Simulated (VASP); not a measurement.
# Al26P27 (a cell with a defect) in VASP: electric field gradients with PBE

Aim: the electric field gradients of Al26P27 (a cell with a defect) with PBE.

All numbers are computed with VASP 6.6.1; they aren't measurements. Logs are shortened: lines on timing, memory, paths and dates and some standing lists are left out, and cuts for length are marked.

### 1 The cell of the first run

The cell holds a defect, 53 atoms: a = 11.563 Å, b = 11.563 Å, c = 11.563 Å, α = 60.00°, β = 60.00°, γ = 60.00°.

### 2 Electric field gradients, PBE (atoms taken out)

INCAR reads:

```
SYSTEM = Al26P27
PREC     = Accurate       ! precision mode
ENCUT    = 520            ! plane-wave cutoff, eV
EDIFF    = 1E-8           ! SCF threshold, eV
ISMEAR   = -1             ! smearing method
SIGMA    = 0.01           ! smearing width, eV
LREAL    = Auto         
LASPH    = .TRUE.         ! aspherical terms in the spheres
NELM     = 60             ! most SCF steps
ALGO     = Normal         ! electronic algorithm
ISIF     = 2              ! what is computed and relaxed
LWAVE    = .FALSE.        ! write WAVECAR
LCHARG   = .FALSE.        ! write CHGCAR
GGA      = PE             ! functional
LEFG     = .TRUE.       
NELECT   = 216.0        
NBANDS   = 138            ! bands
```

KPOINTS reads:

```
Automatic mesh
0
G
  2 2 2
  0 0 0
```

POSCAR reads:

```
Al26P27
1.0
    0.0000000000      8.1765000000      8.1765000000
    8.1765000000      0.0000000000      8.1765000000
    8.1765000000      8.1765000000      0.0000000000
Al P
26 27
Direct
    0.0000000000      0.0000000000      0.3333333333
    0.0000000000      0.0000000000      0.6666666667
    0.0000000000      0.3333333333      0.0000000000
    0.0000000000      0.3333333333      0.3333333333
    0.0000000000      0.3333333333      0.6666666667
    0.0000000000      0.6666666667      0.0000000000
    0.0000000000      0.6666666667      0.3333333333
    0.0000000000      0.6666666667      0.6666666667
    0.3333333333      0.0000000000      0.0000000000
    0.3333333333      0.0000000000      0.3333333333
    0.3333333333      0.0000000000      0.6666666667
    0.3333333333      0.3333333333      0.0000000000
    0.3333333333      0.3333333333      0.3333333333
    0.3333333333      0.3333333333      0.6666666667
    0.3333333333      0.6666666667      0.0000000000
    0.3333333333      0.6666666667      0.3333333333
    0.3333333333      0.6666666667      0.6666666667
    0.6666666667      0.0000000000      0.0000000000
    0.6666666667      0.0000000000      0.3333333333
    0.6666666667      0.0000000000      0.6666666667
    0.6666666667      0.3333333333      0.0000000000
    0.6666666667      0.3333333333      0.3333333333
    0.6666666667      0.3333333333      0.6666666667
    0.6666666667      0.6666666667      0.0000000000
    0.6666666667      0.6666666667      0.3333333333
    0.6666666667      0.6666666667      0.6666666667
    0.0833333333      0.0833333333      0.0833333333
    0.0833333333      0.0833333333      0.4166666667
    0.0833333333      0.0833333333      0.7500000000
    0.0833333333      0.4166666667      0.0833333333
    0.0833333333      0.4166666667      0.4166666667
    0.0833333333      0.4166666667      0.7500000000
    0.0833333333      0.7500000000      0.0833333333
    0.0833333333      0.7500000000      0.4166666667
    0.0833333333      0.7500000000      0.7500000000
    0.4166666667      0.0833333333      0.0833333333
    0.4166666667      0.0833333333      0.4166666667
    0.4166666667      0.0833333333      0.7500000000
    0.4166666667      0.4166666667      0.0833333333
    0.4166666667      0.4166666667      0.4166666667
    0.4166666667      0.4166666667      0.7500000000
    0.4166666667      0.7500000000      0.0833333333
    0.4166666667      0.7500000000      0.4166666667
    0.4166666667      0.7500000000      0.7500000000
    0.7500000000      0.0833333333      0.0833333333
    0.7500000000      0.0833333333      0.4166666667
    0.7500000000      0.0833333333      0.7500000000
    0.7500000000      0.4166666667      0.0833333333
    0.7500000000      0.4166666667      0.4166666667
    0.7500000000      0.4166666667      0.7500000000
    0.7500000000      0.7500000000      0.0833333333
    0.7500000000      0.7500000000      0.4166666667
    0.7500000000      0.7500000000      0.7500000000
```

Potentials or basis: VASP PAW PBE potentials, release 64 (Al, P).

Started as:

```
cat potpaw_PBE.64/Al/POTCAR potpaw_PBE.64/P/POTCAR > POTCAR
mpirun -np 1 vasp_std > vasp.out
```

OUTCAR:

```text
SYSTEM = Al26P27
   PREC = Accurate
   ENCUT = 520
   EDIFF = 1E-8
   ISMEAR = -1
   LREAL = Auto
   LASPH = .TRUE.
   NELM = 60
   ISIF = 2
   GGA = PE
   NELECT = 216.0

 ion  position               nearest neighbor table
   1  0.000  0.000  0.333-  27 2.36  28 2.36  34 2.36  46 2.36
   2  0.000  0.000  0.667-  29 2.36  28 2.36  35 2.36  47 2.36
   3  0.000  0.333  0.000-  27 2.36  30 2.36  32 2.36  48 2.36
   4  0.000  0.333  0.333-  28 2.36  30 2.36  49 2.36  31 2.36
   5  0.000  0.333  0.667-  29 2.36  31 2.36  32 2.36  50 2.36
   6  0.000  0.667  0.000-  33 2.36  30 2.36  35 2.36  51 2.36
[... 33 lines left out ...]
  40  0.417  0.417  0.417-  14 2.36  16 2.36  22 2.36  13 2.36
  41  0.417  0.417  0.750-  12 2.36  17 2.36  23 2.36  14 2.36
  42  0.417  0.750  0.083-   9 2.36  15 2.36  16 2.36  24 2.36
  43  0.417  0.750  0.417-  10 2.36  17 2.36  25 2.36  16 2.36
  44  0.417  0.750  0.750-  11 2.36  15 2.36  17 2.36  26 2.36
  45  0.750  0.083  0.083-  18 2.36  19 2.36  21 2.36
  46  0.750  0.083  0.417-   1 2.36  19 2.36  20 2.36  22 2.36
  47  0.750  0.083  0.750-  20 2.36  18 2.36   2 2.36  23 2.36
  48  0.750  0.417  0.083-   3 2.36  21 2.36  22 2.36  24 2.36
  49  0.750  0.417  0.417-   4 2.36  23 2.36  25 2.36  22 2.36
  50  0.750  0.417  0.750-   5 2.36  21 2.36  23 2.36  26 2.36
  51  0.750  0.750  0.083-  24 2.36  18 2.36   6 2.36  25 2.36
  52  0.750  0.750  0.417-   7 2.36  19 2.36  25 2.36  26 2.36
  53  0.750  0.750  0.750-  26 2.36  20 2.36  24 2.36   8 2.36

  LATTYP: Found a face centered cubic cell.
 ALAT       =    16.3530000000

  Lattice vectors:

 A1 = (   0.0000000000,   8.1765000000,   8.1765000000)
 A2 = (   8.1765000000,   0.0000000000,   8.1765000000)
 A3 = (   8.1765000000,   8.1765000000,   0.0000000000)

Analysis of symmetry for initial positions (statically):
=====================================================================
 Subroutine PRICEL returns:
 Original cell was already a primitive cell.

 Routine SETGRP: Setting up the symmetry group for a
 face centered cubic supercell.

 Subroutine GETGRP returns: Found 24 space group operations
 (whereof 24 operations were pure point group operations)
[... 618 lines left out ...]
    120       7.7637      0.00000
 [bands above 120 left out]

------------------------ aborting loop because EDIFF is reached ----------------------------------------

  FORCE on cell =-STRESS in cart. coord.  units (eV):
  Direction    XX          YY          ZZ          XY          YZ          ZX
  --------------------------------------------------------------------------------------
  -------------------------------------------------------------------------------------
  Total       42.3676550     42.3676550     42.3676550     -0.0000000     -0.0000000      0.0000000
  in kB       62.0887177     62.0887177     62.0887177     -0.0000000     -0.0000000      0.0000000
  external PRESSURE =      62.0887177 kB  Pullay stress =       0.0000000 kB

 VOLUME and BASIS-vectors are now :
 -----------------------------------------------------------------------------
  energy-cutoff  :      520.00
  volume of cell :     1093.28
      direct lattice vectors                 reciprocal lattice vectors
     0.000000000  8.176500000  8.176500000    -0.061150859  0.061150859  0.061150859
     8.176500000  0.000000000  8.176500000     0.061150859 -0.061150859  0.061150859
     8.176500000  8.176500000  0.000000000     0.061150859  0.061150859 -0.061150859

 POSITION                                       TOTAL-FORCE (eV/Angst)
 -----------------------------------------------------------------------------------
      2.72550      2.72550      0.00000        -0.525153     -0.525153      0.963110
      5.45100      5.45100      0.00000         0.525153      0.525153      0.963110
      2.72550      0.00000      2.72550        -0.525153      0.963110     -0.525153
      5.45100      2.72550      2.72550        -0.172250      0.172250      0.172250
      8.17650      5.45100      2.72550        -0.963110      0.525153     -0.525153
      5.45100      0.00000      5.45100         0.525153      0.963110      0.525153
[... 45 lines left out ...]
      9.53925      9.53925     12.26475         0.131753      0.131753     -0.167336
     12.26475     12.26475     12.26475         0.000000     -0.000000     -0.000000
 -----------------------------------------------------------------------------------
    total drift:                               -0.000006     -0.000006     -0.000006

  FREE ENERGIE OF THE ION-ELECTRON SYSTEM (eV)
  ---------------------------------------------------
  free  energy   TOTEN  =      -255.3408226952 eV

  energy  without entropy=     -255.3408046091  energy(sigma->0) =     -255.34081365

 Electric field gradients (V/A^2)
---------------------------------------------------------------------
 ion       V_xx      V_yy      V_zz      V_xy      V_xz      V_yz
---------------------------------------------------------------------
   1       1.451     1.451    -2.903    -6.170     4.532     4.532
   2       1.451     1.451    -2.903    -6.170    -4.532    -4.532
   3       1.451    -2.903     1.451     4.532    -6.170     4.532
   4      -0.000     0.000     0.000    -1.494    -1.494     1.494
   5      -2.903     1.451     1.451     4.532    -4.532     6.170
   6       1.451    -2.903     1.451    -4.532    -6.170    -4.532
[... 45 lines left out ...]
  52       0.988     0.988    -1.977     6.034     3.274     3.274
  53      -0.000     0.000    -0.000    -0.000    -0.000    -0.000
---------------------------------------------------------------------

 Electric field gradients after diagonalization (V/A^2)
 (convention: |V_zz| > |V_xx| > |V_yy|)
----------------------------------------------------------------------
 ion       V_xx      V_yy      V_zz     asymmetry (V_yy - V_xx)/ V_zz
----------------------------------------------------------------------
   1       7.621     2.662   -10.283       0.482
   2       7.621     2.662   -10.283       0.482
   3       7.621     2.662   -10.283       0.482
   4      -1.494    -1.494     2.989       0.000
   5       7.621     2.662   -10.283       0.482
   6       7.621     2.662   -10.283       0.482
[... 45 lines left out ...]
  52      -5.046    -3.934     8.980       0.124
  53       0.000     0.000    -0.000       0.000
----------------------------------------------------------------------

           NMR quadrupolar parameters

 Cq : quadrupolar parameter    Cq=e*Q*V_zz/h
 eta: asymmetry parameters     (V_yy - V_xx)/ V_zz
 Q  : nuclear electric quadrupole moment in mb (millibarn)
----------------------------------------------------------------------
 ion       Cq(MHz)       eta       Q (mb)
----------------------------------------------------------------------
   1      -0.025       0.482       1.000
   2      -0.025       0.482       1.000
   3      -0.025       0.482       1.000
   4       0.007       0.000       1.000
   5      -0.025       0.482       1.000
   6      -0.025       0.482       1.000
[... 45 lines left out ...]
  52       0.022       0.124       1.000
  53      -0.000       0.000       1.000
----------------------------------------------------------------------
```

Run time: 27 min. Hardware: 1 thread of Oxide Virtual Turin-like, shared host; peak memory 1.4 GiB.

Results:

| Property | Result |
| --- | --- |
| Free energy | -255.3408 eV |
| Largest force | 1.216 eV/Å |
| Largest electric field gradient by atom | Al -10.3, +3.0, +2.6, -1.7 (each value once); P -50.3, -19.3, +9.0, -1.0, +0.0 (each value once) V/Å² |

Forces on the atoms (eV/Å):
```
Al  -0.525 -0.525  0.963
Al   0.525  0.525  0.963
Al  -0.525  0.963 -0.525
Al  -0.172  0.172  0.172
Al  -0.963  0.525 -0.525
Al   0.525  0.963  0.525
Al  -0.963 -0.525  0.525
Al  -0.158  0.158  0.158
Al   0.963 -0.525 -0.525
Al   0.172 -0.172  0.172
Al   0.525 -0.963 -0.525
Al   0.172  0.172 -0.172
Al  -0.172 -0.172 -0.172
Al   0.000  0.000 -0.201
Al   0.525 -0.525 -0.963
Al   0.000 -0.201  0.000
Al   0.201  0.000  0.000
Al   0.963  0.525  0.525
Al  -0.525 -0.963  0.525
Al   0.158 -0.158  0.158
Al  -0.525  0.525 -0.963
Al  -0.201  0.000  0.000
Al   0.000  0.201  0.000
Al   0.158  0.158 -0.158
Al   0.000  0.000  0.201
Al  -0.158 -0.158 -0.158
P   -0.145 -0.145 -0.145
P    0.000  0.000 -0.349
P    0.145  0.145 -0.145
P    0.000 -0.349  0.000
P    0.349  0.000  0.000
P    0.132 -0.132  0.167
P    0.145 -0.145  0.145
P    0.132  0.167 -0.132
P   -0.167 -0.132 -0.132
P   -0.349  0.000  0.000
P    0.000  0.349  0.000
P   -0.132  0.132  0.167
P    0.000  0.000  0.349
P    0.053  0.053  0.053
P   -0.053 -0.053  0.053
P   -0.132  0.167  0.132
P   -0.053  0.053 -0.053
P   -0.167  0.132  0.132
P   -0.145  0.145  0.145
P    0.167  0.132 -0.132
P   -0.132 -0.167 -0.132
P    0.167 -0.132  0.132
P    0.053 -0.053 -0.053
P    0.132 -0.167  0.132
P   -0.132 -0.132 -0.167
P    0.132  0.132 -0.167
P    0.000  0.000  0.000
```

Electric field gradients, principal values (V/Å²):
| atom | least | middle | greatest (by size) |
| --- | --- | --- | --- |
| 1 Al | 2.662 | 7.621 | -10.283 |
| 2 Al | 2.662 | 7.621 | -10.283 |
| 3 Al | 2.662 | 7.621 | -10.283 |
| 4 Al | -1.494 | -1.494 | 2.989 |
| 5 Al | 2.662 | 7.621 | -10.283 |
| 6 Al | 2.662 | 7.621 | -10.283 |
| 7 Al | 2.662 | 7.621 | -10.283 |
| 8 Al | -1.281 | -1.281 | 2.562 |
| 9 Al | 2.662 | 7.621 | -10.283 |
| 10 Al | -1.494 | -1.494 | 2.989 |
| 11 Al | 2.662 | 7.621 | -10.283 |
| 12 Al | -1.494 | -1.494 | 2.989 |
| 13 Al | -1.494 | -1.494 | 2.989 |
| 14 Al | 0.238 | 1.469 | -1.707 |
| 15 Al | 2.662 | 7.621 | -10.283 |
| 16 Al | 0.238 | 1.469 | -1.707 |
| 17 Al | 0.238 | 1.469 | -1.707 |
| 18 Al | 2.662 | 7.621 | -10.283 |
| 19 Al | 2.662 | 7.621 | -10.283 |
| 20 Al | -1.281 | -1.281 | 2.562 |
| 21 Al | 2.662 | 7.621 | -10.283 |
| 22 Al | 0.238 | 1.469 | -1.707 |
| 23 Al | 0.238 | 1.469 | -1.707 |
| 24 Al | -1.281 | -1.281 | 2.562 |
| 25 Al | 0.238 | 1.469 | -1.707 |
| 26 Al | -1.281 | -1.281 | 2.562 |
| 27 P | 25.135 | 25.135 | -50.271 |
| 28 P | 6.541 | 12.771 | -19.311 |
| 29 P | 25.135 | 25.135 | -50.270 |
| 30 P | 6.541 | 12.771 | -19.311 |
| 31 P | 6.541 | 12.770 | -19.311 |
| 32 P | -3.934 | -5.046 | 8.980 |
| 33 P | 25.135 | 25.135 | -50.270 |
| 34 P | -3.934 | -5.046 | 8.980 |
| 35 P | -3.934 | -5.046 | 8.980 |
| 36 P | 6.541 | 12.771 | -19.311 |
| 37 P | 6.541 | 12.770 | -19.311 |
| 38 P | -3.934 | -5.046 | 8.980 |
| 39 P | 6.541 | 12.770 | -19.311 |
| 40 P | 0.507 | 0.507 | -1.013 |
| 41 P | 0.506 | 0.507 | -1.013 |
| 42 P | -3.934 | -5.046 | 8.980 |
| 43 P | 0.506 | 0.507 | -1.013 |
| 44 P | -3.934 | -5.046 | 8.980 |
| 45 P | 25.135 | 25.135 | -50.270 |
| 46 P | -3.934 | -5.046 | 8.980 |
| 47 P | -3.934 | -5.046 | 8.980 |
| 48 P | -3.934 | -5.046 | 8.980 |
| 49 P | 0.506 | 0.507 | -1.013 |
| 50 P | -3.934 | -5.046 | 8.980 |
| 51 P | -3.934 | -5.046 | 8.980 |
| 52 P | -3.934 | -5.046 | 8.980 |
| 53 P | 0.000 | 0.000 | 0.000 |

Caveat: the cell carries a net charge on a neutralising background, which shifts energy and pressure; the cell differs from its parent crystal (atoms taken out); the cell is charged against a uniform background, so pressure and absolute levels hang on convention; without QUAD_EFG the Cq values of the log hold for a quadrupole moment of 1 mb, not for the nuclei.
